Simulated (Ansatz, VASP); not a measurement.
GaN in VASP and in Ansatz

```
CELL_PARAMETERS angstrom
0.00000 2.08722 2.08722
2.08722 0.00000 2.08722
2.08722 2.08722 0.00000
ATOMIC_POSITIONS crystal
Ga 0.00000 0.00000 0.00000
N 0.50000 0.50000 0.50000
```

Alike in both runs: task single point; functional r2SCAN; k mesh 8 × 8 × 8; no spin polarisation.

|  | VASP | Ansatz |
| --- | --- | --- |
| version | VASP 6.6.1 | Ansatz 0.2.0 |
| potentials or method | VASP PAW PBE potentials, release 64 (Ga_d, N_h) | plane waves, PAW |
| plane-wave cutoff (eV) | 910 | 500 |
| occupations | gaussian, width 0.01 eV | fixed |
| valence electrons in the cell | 18 | 18 |

|  | VASP | Ansatz | Ansatz less VASP |
| --- | --- | --- | --- |
| gap on the k mesh at the Fermi level (eV) | 1.38 | 1.40 | +0.022 |

VASP's potentials were made for PBE, not for r2SCAN.

Noted on VASP's run: the cutoff is under 1.25 times that of the potentials, so the pressure is a little rough.
